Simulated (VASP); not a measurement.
# BN (P4_2/mnm) in VASP: further runs

The runs below take BN through single point, with PBEsol.

Program: VASP 6.6.1. These are calculated values, not measurements. Logs are shortened: lines on timing, memory, paths and dates and some standing lists are left out, and cuts for length are marked.

## (1) The cell of the first run

It takes space group P4_2/mnm (No. 136, tetragonal). Conventional cell: a = 4.424 Å, b = 4.424 Å, c = 2.550 Å, α = 90.00°, β = 90.00°, γ = 90.00°. B (site symmetry m2m) has 4 N at 1.54 to 1.60 Å within 2.1 Å. N (site symmetry m2m) has 4 B at 1.54 to 1.60 Å within 2.1 Å.

## (2) Single point, PBEsol

Input file INCAR:

```
SYSTEM = BN
ALGO = Normal
EDIFF = 1E-6
ENCUT = 600
GGA = PS
GGA_COMPAT = .False.
ISIF = 2
ISMEAR = 0
LASPH = .True.
LCHARG = .True.
LELF = .True.
LREAL = .False.
LVHAR = .True.
LWAVE = .False.
NBANDS = 26
NELM = 120
PREC = Accurate
SIGMA = 0.01
```

Input file KPOINTS:

```
k-points
0
Gamma
  4 4 8
  0 0 0
```

Input file POSCAR:

```
BN
1.0
    4.4242230000      0.0000000000      0.0000000000
    0.0000000000      4.4242230000      0.0000000000
    0.0000000000      0.0000000000      2.5503560000
B N
4 4
Direct
    0.1742830000      0.8257170000      0.5000000000
    0.3257170000      0.3257170000      0.0000000000
    0.6742830000      0.6742830000      0.0000000000
    0.8257170000      0.1742830000      0.5000000000
    0.8126010000      0.8126010000      0.5000000000
    0.3126010000      0.6873990000      0.0000000000
    0.6873990000      0.3126010000      0.0000000000
    0.1873990000      0.1873990000      0.5000000000
```

Potentials or basis: VASP PAW PBE potentials, release 64 (B, N).

The run is started by

```bash
$ cat potpaw_PBE.64/B/POTCAR potpaw_PBE.64/N/POTCAR > POTCAR
$ mpirun -np 1 vasp_std > vasp.out
```

OUTCAR:

```text
SYSTEM = BN
   EDIFF = 1E-6
   ENCUT = 600
   GGA = PS
   ISIF = 2
   ISMEAR = 0
   LASPH = .True.
   LREAL = .False.
   NELM = 120
   PREC = Accurate

 ion  position               nearest neighbor table
   1  0.174  0.826  0.500-   6 1.54   6 1.54   8 1.60   5 1.60
   2  0.326  0.326  0.000-   8 1.54   8 1.54   6 1.60   7 1.60
   3  0.674  0.674  0.000-   5 1.54   5 1.54   7 1.60   6 1.60
   4  0.826  0.174  0.500-   7 1.54   7 1.54   8 1.60   5 1.60
   5  0.813  0.813  0.500-   3 1.54   3 1.54   4 1.60   1 1.60
   6  0.313  0.687  0.000-   1 1.54   1 1.54   3 1.60   2 1.60
   7  0.687  0.313  0.000-   4 1.54   4 1.54   2 1.60   3 1.60
   8  0.187  0.187  0.500-   2 1.54   2 1.54   4 1.60   1 1.60

  LATTYP: Found a simple tetragonal cell.
 ALAT       =     4.4242230000
 C/A-ratio  =     0.5764528596

  Lattice vectors:

 A1 = (   4.4242230000,   0.0000000000,   0.0000000000)
 A2 = (   0.0000000000,   4.4242230000,   0.0000000000)
 A3 = (   0.0000000000,   0.0000000000,   2.5503560000)

Analysis of symmetry for initial positions (statically):
=====================================================================
 Subroutine PRICEL returns:
 Original cell was already a primitive cell.

 Routine SETGRP: Setting up the symmetry group for a
 simple tetragonal supercell.

 Subroutine GETGRP returns: Found 16 space group operations
 (whereof  8 operations were pure point group operations)
 out of a pool of 16 trial point group operations.

The static configuration has the point symmetry D_2h.
 The point group associated with its full space group is D_4h.

Analysis of symmetry for dynamics (positions and initial velocities):
=====================================================================
 Subroutine PRICEL returns:
 Original cell was already a primitive cell.

 Routine SETGRP: Setting up the symmetry group for a
 simple tetragonal supercell.

 Subroutine GETGRP returns: Found 16 space group operations
 (whereof  8 operations were pure point group operations)
 out of a pool of 16 trial point group operations.

The dynamic configuration has the point symmetry D_2h.
 The point group associated with its full space group is D_4h.

 Subroutine INISYM returns: Found 16 space group operations
 (whereof  8 operations are pure point group operations),
 and found     1 'primitive' translations

----------------------------------------------------------------------------------------

                                     Primitive cell

  volume of cell :      49.9200

  direct lattice vectors                    reciprocal lattice vectors
     4.424223000  0.000000000  0.000000000     0.226028390  0.000000000  0.000000000
     0.000000000  4.424223000  0.000000000     0.000000000  0.226028390  0.000000000
     0.000000000  0.000000000  2.550356000     0.000000000  0.000000000  0.392102122

  length of vectors
     4.424223000  4.424223000  2.550356000     0.226028390  0.226028390  0.392102122

  position of ions in fractional coordinates (direct lattice)
     0.174283000  0.825717000  0.500000000
     0.325717000  0.325717000  0.000000000
     0.674283000  0.674283000  0.000000000
     0.825717000  0.174283000  0.500000000
     0.812601000  0.812601000  0.500000000
     0.312601000  0.687399000  0.000000000
     0.687399000  0.312601000  0.000000000
     0.187399000  0.187399000  0.500000000

  ion indices of the primitive-cell ions
   primitive index   ion index
                 1           1
                 2           2
                 3           3
                 4           4
                 5           5
                 6           6
                 7           7
                 8           8

----------------------------------------------------------------------------------------

 KPOINTS: k-points

Automatic generation of k-mesh.
 Grid dimensions read from file:
 generate k-points for:    4    4    8

 Generating k-lattice:

  Cartesian coordinates                     Fractional coordinates (reciprocal lattice)
     0.056507097  0.000000000  0.000000000     0.250000000  0.000000000  0.000000000
     0.000000000  0.056507097  0.000000000     0.000000000  0.250000000  0.000000000
     0.000000000  0.000000000  0.049012765     0.000000000  0.000000000  0.125000000

  Length of vectors
     0.056507097  0.056507097  0.049012765

  Shift w.r.t. Gamma in fractional coordinates (k-lattice)
     0.000000000  0.000000000  0.000000000

 Subroutine IBZKPT returns following result:
 ===========================================

 Found     30 irreducible k-points:

 Following reciprocal coordinates:
            Coordinates               Weight
  0.000000  0.000000  0.000000      1.000000
  0.250000  0.000000  0.000000      4.000000
  0.500000  0.000000  0.000000      2.000000
  0.250000  0.250000  0.000000      4.000000
  0.500000  0.250000  0.000000      4.000000
  0.500000  0.500000  0.000000      1.000000
[... 16 lines left out ...]
  0.500000  0.250000  0.375000      8.000000
  0.500000  0.500000  0.375000      2.000000
 [... further k-points ...]
   k-points           NKPTS =     30   k-points in BZ     NKDIM =     30   number of bands    NBANDS=     26
   number of dos      NEDOS =    301   number of ions     NIONS =      8
   total plane-waves  NPLWV =  25920
   dimension x,y,z NGX =    36 NGY =   36 NGZ =   20
   dimension x,y,z NGXF=    72 NGYF=   72 NGZF=   40
   ions per type =               4   4
   NGX,Y,Z   is equivalent  to a cutoff of  13.53, 13.53, 13.04 a.u.
   NGXF,Y,Z  is equivalent  to a cutoff of  27.05, 27.05, 26.07 a.u.
 SYSTEM =  BN
   PREC   = accura    normal or accurate (medium, high low for compatibility)
   ISTART =      0    job   : 0-new  1-cont  2-samecut
   ICHARG =      2    charge: 1-file 2-atom 10-const
   ISPIN  =      1    spin polarized calculation?
   LNONCOLLINEAR =      F non collinear calculations
   LSORBIT =      F    spin-orbit coupling
   LASPH  =      T    aspherical Exc in radial PAW
   ENCUT  =  600.0 eV  44.10 Ry    6.64 a.u.   8.84  8.84  5.09*2*pi/ulx,y,z
   NELM   =    120;   NELMIN=  2; NELMDL= -5     # of ELM steps
   EDIFF  = 0.1E-05   stopping-criterion for ELM
   LREAL  =      F    real-space projection
   EDIFFG = 0.1E-04   stopping-criterion for IOM
   NSW    =      0    number of steps for IOM
   IBRION =     -1    ionic relax: 0-MD 1-quasi-New 2-CG
   NFREE  =      0    steps in history (QN), initial steepest desc. (CG)
   ISIF   =      2    stress and relaxation
   ISYM   =      2    0-nonsym 1-usesym 2-fastsym
   POTIM  = 0.5000    time-step for ionic-motion
   TEBEG  =    0.0;   TEEND  =   0.0 temperature during run
   PSTRESS=    0.0 pullay stress
   NELECT =      32.0000    total number of electrons
   NUPDOWN=      -1.0000    fix difference up-down
   EMIN   =  10.00;   EMAX   =-10.00  energy-range for DOS
   EFERMI =   0.00;   METHOD = LEGACY
   ISMEAR =     0;   SIGMA  =   0.01  broadening in eV -4-tet -1-fermi 0-gaus
   EFERMI_NEDOS =   21; number of points for ismear=-14 and -15
   IALGO  =     38    algorithm
   IMIX   =      4    mixing-type and parameters
     AMIX     =   0.40;   BMIX     =  1.00
     AMIX_MAG =   1.60;   BMIX_MAG =  1.00
  volume/ion in A,a.u.               =       6.24        42.11
  Fermi-wavevector in a.u.,A,eV,Ry     =   1.411562  2.667465 27.109698  1.992507
  Thomas-Fermi vector in A             =   2.533400
   LORBIT       =      0    0 simple, 1 ext, 2 COOP (PROOUT), +10 PAW based schemes
   GGA     = PS    functional components
   LHFCALC =     F    Hartree Fock is set to
   AEXX    =    0.0000 exact exchange contribution
   IVDW    =     0    specifies the selected vdW correction
   LEPSILON=     F    determine dielectric tensor
   LRPA    =     F    only Hartree local field effects (RPA)
 non-spin polarized calculation
 Gauss-broadening in eV      SIGMA  =   0.01
  energy-cutoff  :      600.00
  volume of cell :       49.92
 maximum number of plane-waves:      1684
 NGX is ok and might be reduce to    36
   NGX = 17   NGY = 17   NGZ = 11

 number of electron      32.0000005 magnetization

 Free energy of the ion-electron system (eV)
  ---------------------------------------------------
  ext. energy  EPLUGINS =         0.00000000
  ---------------------------------------------------
  free energy    TOTEN  =       -72.48683115 eV

  energy without entropy =      -72.48683115  energy(sigma->0) =      -72.48683115

 E-fermi :   6.8360     XC(G=0): -12.6487

 val. band max:        6.7563105243   @ k =   0.0000   0.0000   0.0000
 cond. band min:      11.4672467061   @ k =   0.0000   0.0000   0.2500
 fundamental gap:      4.7109361818
 Fermi energy:         6.8360043035

 k-point     1 :       0.0000    0.0000    0.0000
  band No.  band energies     occupation
      1     -13.2538      2.00000
      2      -9.2260      2.00000
      3      -9.2260      2.00000
      4      -8.9780      2.00000
      5      -3.0615      2.00000
      6      -2.4493      2.00000
[... 18 lines left out ...]
     25      16.9351      0.00000
     26      19.5180      0.00000

 k-point     2 :       0.2500    0.0000    0.0000
  band No.  band energies     occupation
      1     -12.9312      2.00000
      2     -10.5874      2.00000
      3      -9.0248      2.00000
      4      -8.3399      2.00000
      5      -3.3631      2.00000
      6      -1.7137      2.00000
[... 18 lines left out ...]
     25      18.1071      0.00000
     26      18.6409      0.00000

 k-point     3 :       0.5000    0.0000    0.0000
  band No.  band energies     occupation
      1     -11.9961      2.00000
      2     -11.9961      2.00000
      3      -8.5540      2.00000
      4      -8.5540      2.00000
      5      -3.0055      2.00000
      6      -3.0055      2.00000
[... 572 lines left out ...]
 k-point    23 :       0.5000    0.2500    0.3750
  band No.  band energies     occupation
      1      -9.9490      2.00000
      2      -9.9490      2.00000
      3      -8.0740      2.00000
      4      -8.0740      2.00000
      5      -2.6809      2.00000
      6      -2.6809      2.00000
[... 18 lines left out ...]
     25      19.5424      0.00000
     26      19.5424      0.00000

 k-point    24 :       0.5000    0.5000    0.3750
  band No.  band energies     occupation
      1      -9.7080      2.00000
      2      -9.7080      2.00000
      3      -8.3988      2.00000
      4      -8.3988      2.00000
      5      -2.7663      2.00000
      6      -2.7663      2.00000
[... 18 lines left out ...]
     25      20.4814      0.00000
     26      20.4814      0.00000

 [... further k-points ...]

------------------------ aborting loop because EDIFF is reached ----------------------------------------

  FORCE on cell =-STRESS in cart. coord.  units (eV):
  Direction    XX          YY          ZZ          XY          YZ          ZX
  --------------------------------------------------------------------------------------
  -------------------------------------------------------------------------------------
  Total       -1.6963229     -1.6963229     -1.6785944      0.0000000      0.0000000      0.0000000
  in kB      -54.4432796    -54.4432796    -53.8742844      0.0000000      0.0000000      0.0000000
  external PRESSURE =     -54.2536145 kB  Pullay stress =       0.0000000 kB

 VOLUME and BASIS-vectors are now :
 -----------------------------------------------------------------------------
  energy-cutoff  :      600.00
  volume of cell :       49.92
      direct lattice vectors                 reciprocal lattice vectors
     4.424223000  0.000000000  0.000000000     0.226028390  0.000000000  0.000000000
     0.000000000  4.424223000  0.000000000     0.000000000  0.226028390  0.000000000
     0.000000000  0.000000000  2.550356000     0.000000000  0.000000000  0.392102122

 POSITION                                       TOTAL-FORCE (eV/Angst)
 -----------------------------------------------------------------------------------
      0.77107      3.65316      1.27518        -0.007002      0.007002     -0.000000
      1.44104      1.44104      0.00000         0.007002      0.007002     -0.000000
      2.98318      2.98318      0.00000        -0.007002     -0.007002     -0.000000
      3.65316      0.77107      1.27518         0.007002     -0.007002     -0.000000
      3.59513      3.59513      1.27518         0.003883      0.003883     -0.000000
      1.38302      3.04121      0.00000         0.003883     -0.003883      0.000000
      3.04121      1.38302      0.00000        -0.003883      0.003883     -0.000000
      0.82909      0.82909      1.27518        -0.003883     -0.003883      0.000000
 -----------------------------------------------------------------------------------
    total drift:                               -0.000000     -0.000000     -0.000000

  FREE ENERGIE OF THE ION-ELECTRON SYSTEM (eV)
  ---------------------------------------------------
  free  energy   TOTEN  =       -72.4868311486 eV

  energy  without entropy=      -72.4868311486  energy(sigma->0) =      -72.48683115
```

Run time: 15 s. Hardware: 1 thread of Intel Xeon 6975P-C (Granite Rapids), shared host; peak memory 0.18 GiB.

Results:

| Item | Value |
| --- | --- |
| Free energy | -72.4868 eV |
| Pressure | -5.4 GPa |
| Largest force | 0.010 eV/Å |
| Band gap on the k mesh | 4.71 eV, indirect (least direct gap 5.78 eV) |

Forces in eV/Å, atoms in the order of the input:
```
B   -0.007  0.007  0.000
B    0.007  0.007  0.000
B   -0.007 -0.007  0.000
B    0.007 -0.007  0.000
N    0.004  0.004  0.000
N    0.004 -0.004  0.000
N   -0.004  0.004  0.000
N   -0.004 -0.004  0.000
```

Caveat: the PAW data sets were made with another functional, which shifts forces and pressure a little. A k mesh can miss the band edges.

## (3) Single point, PBEsol

Input file INCAR:

```
PREC = Accurate ; ENCUT = 600
EDIFF = 1E-6 ; ISMEAR = 0
SIGMA = 0.01 ; LREAL = False
LASPH = True ; NELM = 120
ALGO = Normal ; ISIF = 2
LWAVE = False ; LCHARG = True
GGA = PS ; LELF = True
LVHAR = True ; NBANDS = 26
GGA_COMPAT = False
```

Input file KPOINTS:

```
Automatic mesh
0
Gamma
  4 4 8
```

POSCAR is that of step 2.

Potentials or basis: VASP PAW PBE potentials, release 64 (B, N).

The run is started by

```bash
$ cat potpaw_PBE.64/B/POTCAR potpaw_PBE.64/N/POTCAR > POTCAR
$ mpirun -np 1 vasp_std > vasp.out
```

OUTCAR:

```text
PREC = Accurate
   ENCUT = 600
   EDIFF = 1E-6
   ISMEAR = 0
   LREAL = False
   LASPH = True
   NELM = 120
   ISIF = 2
   GGA = PS

 ion  position               nearest neighbor table
   1  0.174  0.826  0.500-   6 1.54   6 1.54   8 1.60   5 1.60
   2  0.326  0.326  0.000-   8 1.54   8 1.54   6 1.60   7 1.60
   3  0.674  0.674  0.000-   5 1.54   5 1.54   7 1.60   6 1.60
   4  0.826  0.174  0.500-   7 1.54   7 1.54   8 1.60   5 1.60
[... 914 lines left out ...]
  -------------------------------------------------------------------------------------
  Total       -1.6963229     -1.6963229     -1.6785944      0.0000000      0.0000000      0.0000000
  in kB      -54.4432796    -54.4432796    -53.8742844      0.0000000      0.0000000      0.0000000
  external PRESSURE =     -54.2536145 kB  Pullay stress =       0.0000000 kB

 VOLUME and BASIS-vectors are now :
 -----------------------------------------------------------------------------
  energy-cutoff  :      600.00
  volume of cell :       49.92
      direct lattice vectors                 reciprocal lattice vectors
     4.424223000  0.000000000  0.000000000     0.226028390  0.000000000  0.000000000
     0.000000000  4.424223000  0.000000000     0.000000000  0.226028390  0.000000000
     0.000000000  0.000000000  2.550356000     0.000000000  0.000000000  0.392102122

 POSITION                                       TOTAL-FORCE (eV/Angst)
 -----------------------------------------------------------------------------------
      0.77107      3.65316      1.27518        -0.007002      0.007002     -0.000000
      1.44104      1.44104      0.00000         0.007002      0.007002     -0.000000
      2.98318      2.98318      0.00000        -0.007002     -0.007002     -0.000000
      3.65316      0.77107      1.27518         0.007002     -0.007002     -0.000000
      3.59513      3.59513      1.27518         0.003883      0.003883     -0.000000
      1.38302      3.04121      0.00000         0.003883     -0.003883      0.000000
      3.04121      1.38302      0.00000        -0.003883      0.003883     -0.000000
      0.82909      0.82909      1.27518        -0.003883     -0.003883      0.000000
 -----------------------------------------------------------------------------------
    total drift:                               -0.000000     -0.000000     -0.000000

  FREE ENERGIE OF THE ION-ELECTRON SYSTEM (eV)
  ---------------------------------------------------
  free  energy   TOTEN  =       -72.4868311486 eV

  energy  without entropy=      -72.4868311486  energy(sigma->0) =      -72.48683115
```

OSZICAR:

```text
N       E                     dE             d eps       ncg     rms          rms(c)
DAV:   1     0.122704477230E+03    0.12270E+03   -0.18192E+04  1560   0.134E+03
DAV:   2    -0.688435156377E+02   -0.19155E+03   -0.17970E+03  2040   0.310E+02
DAV:   3    -0.764855019157E+02   -0.76420E+01   -0.75869E+01  2152   0.581E+01
DAV:   4    -0.765467110795E+02   -0.61209E-01   -0.61129E-01  1976   0.529E+00
DAV:   5    -0.765473683779E+02   -0.65730E-03   -0.65692E-03  2096   0.530E-01    0.132E+01
DAV:   6    -0.728902272516E+02    0.36571E+01   -0.83093E+00  1938   0.174E+01    0.618E+00
DAV:   7    -0.725727964450E+02    0.31743E+00   -0.59087E-01  1974   0.492E+00    0.377E+00
DAV:   8    -0.724902420703E+02    0.82554E-01   -0.15211E-01  1798   0.231E+00    0.405E-01
DAV:   9    -0.724865552298E+02    0.36868E-02   -0.95970E-03  1934   0.722E-01    0.170E-01
DAV:  10    -0.724868333786E+02   -0.27815E-03   -0.78001E-04  1938   0.177E-01    0.409E-02
DAV:  11    -0.724868303869E+02    0.29917E-05   -0.13890E-04  1960   0.749E-02    0.150E-02
DAV:  12    -0.724868307147E+02   -0.32789E-06   -0.11843E-05  2024   0.236E-02    0.452E-03
DAV:  13    -0.724868311486E+02   -0.43389E-06   -0.44640E-07  1096   0.494E-03
   1 F= -.72486831E+02 E0= -.72486831E+02  d E =-.230555E-31
```

Run time: 15 s. Hardware: 1 thread of Intel Xeon 6975P-C (Granite Rapids), shared host; peak memory 0.18 GiB.

What came out:

```yaml
Free_energy: -72.4868 eV
Pressure: -5.4 GPa
Largest_force: 0.010 eV/Å
Band_gap_on_the_k_mesh: 4.71 eV, indirect (least direct gap 5.78 eV)
```

Forces in eV/Å, atoms in the order of the input:
```
B   -0.007  0.007  0.000
B    0.007  0.007  0.000
B   -0.007 -0.007  0.000
B    0.007 -0.007  0.000
N    0.004  0.004  0.000
N    0.004 -0.004  0.000
N   -0.004  0.004  0.000
N   -0.004 -0.004  0.000
```

Levels at points of the mesh, in eV from the valence-band top:
```csv
k point,band 13,band 14,band 15,band 16,band 17,band 18,band 19,band 20
"(0.00, 0.00, 0.00)",-0.41,-0.22,0.00,0.00,6.98,7.47,8.38,8.38
"(0.50, 0.00, 0.00)",-1.41,-1.41,-1.27,-1.27,7.85,7.85,8.34,8.34
"(0.50, 0.50, 0.00)",-2.66,-2.66,-2.45,-2.45,7.36,7.36,8.20,8.20
"(0.00, 0.00, 0.50)",-4.19,-4.19,-3.38,-3.38,6.34,6.34,10.13,10.13
"(0.50, 0.00, 0.50)",-3.59,-3.59,-2.20,-2.20,6.71,6.71,8.68,8.68
"(0.50, 0.50, 0.50)",-2.97,-2.97,-2.49,-2.49,6.10,6.10,6.88,6.88
```

Caveat: the PAW data sets were made with another functional, which shifts forces and pressure a little. PBEsol gaps usually lie below the measured ones, often by a third to a half.
